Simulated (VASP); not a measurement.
# Au (Fm-3m) in VASP: further runs, part 2 of 2

VASP 6.6.1. Earlier steps stand in the parts before.

### 3 Relaxation of cell and atoms, PBEsol

This run uses another cell than the first one, of 16.85 Å³/atom.

The input, INCAR:

```
PREC = Accurate
ENCUT = 500
EDIFF = 1E-7
ISMEAR = 1
SIGMA = 0.05
LREAL = False
LASPH = True
NELM = 120
ALGO = Normal
ISIF = 3
LWAVE = False
LCHARG = False
GGA = PS
IBRION = 2
NSW = 80
EDIFFG = -0.02
GGA_COMPAT = False
NELMIN = 4
```

The input, KPOINTS:

```
Automatic mesh
0
Gamma
  10 10 10
```

The input, POSCAR:

```
Au
1.0
    0.0000000000      2.0350000000      2.0350000000
    2.0350000000      0.0000000000      2.0350000000
    2.0350000000      2.0350000000      0.0000000000
Au
1
Direct
    0.0000000000      0.0000000000      0.0000000000
```

Potentials or basis: VASP PAW PBE potentials, release 64 (Au).

On the command line:

```sh
cat potpaw_PBE.64/Au/POTCAR > POTCAR
mpirun -np 1 vasp_std > vasp.out
```

OUTCAR:

```text
PREC = Accurate
   ENCUT = 500
   EDIFF = 1E-7
   ISMEAR = 1
   LREAL = False
   LASPH = True
   NELM = 120
   ISIF = 3
   GGA = PS
   IBRION = 2
   NSW = 80
   EDIFFG = -0.02
   NELMIN = 4

 ion  position               nearest neighbor table
   1  0.000  0.000  0.000-

  LATTYP: Found a face centered cubic cell.
 ALAT       =     4.0700000000

  Lattice vectors:

 A1 = (   0.0000000000,   2.0350000000,   2.0350000000)
 A2 = (   2.0350000000,   0.0000000000,   2.0350000000)
 A3 = (   2.0350000000,   2.0350000000,   0.0000000000)

Analysis of symmetry for initial positions (statically):
=====================================================================
 Subroutine PRICEL returns:
 Original cell was already a primitive cell.

 Routine SETGRP: Setting up the symmetry group for a
 face centered cubic supercell.

 Subroutine GETGRP returns: Found 48 space group operations
 (whereof 48 operations were pure point group operations)
 out of a pool of 48 trial point group operations.

The static configuration has the point symmetry O_h .

Analysis of symmetry for dynamics (positions and initial velocities):
=====================================================================
 Subroutine PRICEL returns:
 Original cell was already a primitive cell.

 Routine SETGRP: Setting up the symmetry group for a
 face centered cubic supercell.

 Subroutine GETGRP returns: Found 48 space group operations
 (whereof 48 operations were pure point group operations)
 out of a pool of 48 trial point group operations.

The dynamic configuration has the point symmetry O_h .

 Subroutine INISYM returns: Found 48 space group operations
 (whereof 48 operations are pure point group operations),
 and found     1 'primitive' translations

[... 128 lines left out ...]
 maximum number of plane-waves:       444
 NGX is ok and might be reduce to    24
   NGX = 11   NGY = 11   NGZ = 11

--------------------------------------- Ionic step        1  -------------------------------------------

 number of electron      10.9999999 magnetization

 Free energy of the ion-electron system (eV)
  ---------------------------------------------------
  ext. energy  EPLUGINS =         0.00000000
  ---------------------------------------------------
  free energy    TOTEN  =        -3.90034948 eV

  energy without entropy =       -3.90030335  energy(sigma->0) =       -3.90033410

------------------------ aborting loop because EDIFF is reached ----------------------------------------

  FORCE on cell =-STRESS in cart. coord.  units (eV):
  Direction    XX          YY          ZZ          XY          YZ          ZX
  --------------------------------------------------------------------------------------
  -------------------------------------------------------------------------------------
  Total        0.1891324      0.1891324      0.1891324     -0.0000000      0.0000000      0.0000000
  in kB       17.9784950     17.9784950     17.9784950     -0.0000000      0.0000000      0.0000000
  external PRESSURE =      17.9784950 kB  Pullay stress =       0.0000000 kB
[... 57 lines left out ...]
--------------------------------------- Ionic step        3  -------------------------------------------

 number of electron      11.0000000 magnetization

 Free energy of the ion-electron system (eV)
  ---------------------------------------------------
  ext. energy  EPLUGINS =         0.00000000
  ---------------------------------------------------
  free energy    TOTEN  =        -3.90127252 eV

  energy without entropy =       -3.90123518  energy(sigma->0) =       -3.90126008

 E-fermi :   9.3169     XC(G=0): -12.8908

 val. band max:        9.1310354319   @ k =   0.5000   0.2000   0.1000
 cond. band min:       9.3258819269   @ k =   0.5000   0.1000   0.0000
 fundamental gap:      0.1948464950
 Fermi energy:         9.3168613316

 k-point     1 :       0.0000    0.0000    0.0000
  band No.  band energies     occupation
      1      -0.6366      2.00000
      2       4.6121      2.00000
      3       4.6121      2.00000
      4       4.6121      2.00000
      5       6.1461      2.00000
      6       6.1461      2.00000
      7      23.7921      0.00000
      8      27.7950      0.00000
      9      27.7950      0.00000
[... 265 lines left out ...]
 k-point    24 :       0.4000    0.3000    0.0000
  band No.  band energies     occupation
      1       2.5714      2.00000
      2       3.0340      2.00000
      3       5.6997      2.00000
      4       6.4348      2.00000
      5       7.2781      2.00000
      6       7.8598      2.00000
      7      19.0455      0.00000
      8      21.3913      0.00000
      9      21.5981      0.00000

 [... further k-points ...]

------------------------ aborting loop because EDIFF is reached ----------------------------------------

  FORCE on cell =-STRESS in cart. coord.  units (eV):
  Direction    XX          YY          ZZ          XY          YZ          ZX
  --------------------------------------------------------------------------------------
  -------------------------------------------------------------------------------------
  Total       -0.0009472     -0.0009472     -0.0009472      0.0000000      0.0000000      0.0000000
  in kB       -0.0891457     -0.0891457     -0.0891457      0.0000000      0.0000000      0.0000000
  external PRESSURE =      -0.0891457 kB  Pullay stress =       0.0000000 kB
[... 16 lines left out ...]
  FREE ENERGIE OF THE ION-ELECTRON SYSTEM (eV)
  ---------------------------------------------------
  free  energy   TOTEN  =        -3.9012725233 eV

  energy  without entropy=       -3.9012351793  energy(sigma->0) =       -3.90126008

 reached required accuracy - stopping structural energy minimisation
```

It took 13 s on 1 thread of AMD EPYC 7R13 (Zen 3), shared host; peak memory 0.12 GiB.

Results:

| Property | Result |
| --- | --- |
| Free energy | -3.9013 eV |
| Relaxed volume | 17.02 Å³/atom |
| Relaxed cell | a = 2.888 Å, b = 2.888 Å, c = 2.888 Å, α = 60.00°, β = 60.00°, γ = 60.00° |
| Space group after relaxing (to 0.1 Å) | Fm-3m (No. 225) |
| Energy gained by relaxing | 0.9 meV/atom |
| Ionic steps | 3 |
| Pressure after relaxing | 0.0 GPa |
| Band gap on the k mesh | zero (an odd number of electrons rules out a gap without spin polarisation) |

The path:
| step | energy change (eV) | largest force (eV/Å) | pressure (GPa) | volume (Å³) |
| --- | --- | --- | --- | --- |
| 1 | 0.0000 | 0.0000 | 1.80 | 16.85 |
| 2 | 0.0017 | 0.0000 | -2.70 | 17.32 |
| 3 | -0.0009 | 0.0000 | -0.01 | 17.02 |

Final structure:
```
Au
1.0
     0.00000    2.04180    2.04180
     2.04180    0.00000    2.04180
     2.04180    2.04180    0.00000
Au
1
Cartesian
  0.0000 0.0000 0.0000
```

Caveat: the PAW data sets were made with another functional, which shifts forces and pressure a little; spin-orbit coupling is left out, which moves the levels of the heavy elements. Zero-point motion and thermal expansion aren't in these numbers.
